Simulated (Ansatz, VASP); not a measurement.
**BaTiO3 in VASP and in Ansatz**

```
Ba Ti O
1.0
     3.94044    0.00000    0.00000
     0.00000    3.94044    0.00000
     0.00000    0.00000    3.94044
Ba Ti O
1 1 3
Direct
  0.50000 0.50000 0.50000
  0.00000 0.00000 0.00000
  0.50000 0.00000 0.00000
  0.00000 0.50000 0.00000
  0.00000 0.00000 0.50000
```

Alike in both runs: task relaxation of the atoms; functional r2SCAN; k mesh 8 × 8 × 8; occupations fermi-dirac, width 0.02 eV; no spin polarisation.

|  | VASP | Ansatz |
| --- | --- | --- |
| version | VASP 6.6.1 | Ansatz 0.2.0 |
| potentials or method | VASP PAW PBE potentials, release 64 (Ba_sv, Ti_sv, O), cutoff 520 eV | PAW plane waves |
| valence electrons in the cell | 40 | 40 |

```tsv
	VASP	Ansatz	Ansatz less VASP
gap on the k mesh at the Fermi level, each at its own relaxed structure (eV)	2.24	2.28	+0.036
```

VASP's potentials were made for PBE, not for r2SCAN. Ansatz's warnings: stress scf threshold loose.

Neither program's run includes spin-orbit coupling. Noted on VASP's run: the relaxation stopped at its first step, so nothing moved.
